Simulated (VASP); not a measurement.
A run of VASP 6.6.1 is set up as follows.

File INCAR:

```
PREC = Accurate ; ENCUT = 520
EDIFF = 1E-6 ; ISMEAR = -1
SIGMA = 0.1 ; LREAL = False
LASPH = True ; NELM = 100
ALGO = Normal ; ISIF = 2
LWAVE = False ; LCHARG = False
GGA = RP ; NBANDS = 16
```

The input KPOINTS:

```
Automatic mesh
0
Gamma
  8 8 4
```

Contents of POSCAR:

```
Rb
1.0
    5.2082014682      0.0000000000      0.0000000000
   -2.6041007341      4.5104347795      0.0000000000
    0.0000000000      0.0000000000      8.5876035586
Rb
2
Direct
    0.3333333333      0.6666666667      0.2500000000
    0.6666666667      0.3333333333      0.7500000000
```

Potentials or basis: VASP PAW PBE potentials, release 64 (Rb_sv).

Command:

```bash
$ cat potpaw_PBE.64/Rb_sv/POTCAR > POTCAR
$ mpirun -np 1 vasp_std > vasp.out
```

(1) Predict the pressure.

(2) Predict the band gap on the k mesh.

## Answers

(1) 0.0 GPa.

(2) zero (bands 9 and 10 overlap by 2.07 eV).

Caveat: the PAW data sets were made with another functional, which shifts forces and pressure a little.
